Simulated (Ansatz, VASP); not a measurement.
This is a calculation of BiTe for VASP 6.6.1.

The input POSCAR:

```
BiTe
1.0
    0.0000000000      3.2564244654      3.2564244654
    3.2564244654      0.0000000000      3.2564244654
    3.2564244654      3.2564244654      0.0000000000
Bi Te
1 1
Direct
    0.0000000000      0.0000000000      0.0000000000
    0.5000000000      0.5000000000      0.5000000000
```

File INCAR.step1:

```
SYSTEM = BiTe
PREC = Accurate ; ENCUT = 520
EDIFF = 1E-5 ; ISMEAR = -1
SIGMA = 0.05 ; LREAL = .False.
LASPH = .True. ; NELM = 60
ALGO = Normal ; ISIF = 2
LWAVE = .True. ; LCHARG = .False.
NBANDS = 18 ; GGA = PE
```

File INCAR.step2:

```
SYSTEM = BiTe
PREC = Accurate ; ENCUT = 520
EDIFF = 1E-7 ; ISMEAR = -1
SIGMA = 0.05 ; LREAL = .False.
LASPH = .True. ; NELM = 60
ALGO = Normal ; ISIF = 2
LWAVE = .False. ; LCHARG = .False.
GGA = PE ; LHFCALC = .True.
AEXX = 0.25 ; PRECFOCK = Normal
NBANDS = 18 ; ISTART = 1
```

Contents of KPOINTS:

```
Automatic mesh
0
Gamma
  4 4 4
  0 0 0
```

Potentials or basis: VASP PAW PBE potentials, release 64 (Bi_d, Te).

Command:

```console
$ cat potpaw_PBE.64/Bi_d/POTCAR potpaw_PBE.64/Te/POTCAR > POTCAR
$ cp INCAR.step1 INCAR
$ mpirun -np 1 vasp_std > vasp.out
$ cp INCAR.step2 INCAR
$ mpirun -np 1 vasp_std > vasp.out
```

Task: Translate it to Ansatz 0.2.0. Potentials there: Ansatz PAW.

Result: As run (the cutoff follows the program's own potentials):

File input.yaml:

```yaml
crystal:
  lattice:
    - [0.0, 3.2564244654, 3.2564244654]
    - [3.2564244654, 0.0, 3.2564244654]
    - [3.2564244654, 3.2564244654, 0.0]
  atoms:
    - { symbol: Bi, position: [0.0, 0.0, 0.0] }
    - { symbol: Te, position: [0.5, 0.5, 0.5] }
hamiltonian:
  xc: pbe0
  pseudopotentials: { kind: paw }
kpoints:
  mp_grid: { grid: [4, 4, 4] }
scf:
  occupations: { method: fermi_dirac, width: 0.05 }
output:
  forces: true
  stress: true
  eigenvalues: true
```

Potentials or basis: Ansatz PAW.

The run is started by

```bash
$ ansatz run input.yaml --threads 2 --pin off --max-ram 5632MiB --backend cpu --events-out ev --progress --plain --runs-dir out
```

Both were run:

|  | VASP | Ansatz | Ansatz less VASP |
| --- | --- | --- | --- |
| gap on the k mesh at the Fermi level (eV) | none | none | - |
| pressure (GPa) | -2.7 | -2.4 | +0.32 |

A gap of «none» marks a metal or a gap that the smearing closes. With one functional, cell and mesh, what is left measures potentials, basis and numerics. VASP's potentials hold 21 valence electrons a cell and Ansatz's 31, so a difference there can come from the potentials and not from the codes.

The k mesh is coarse, so the values compare programs but aren't converged. Spin-orbit coupling is off throughout.
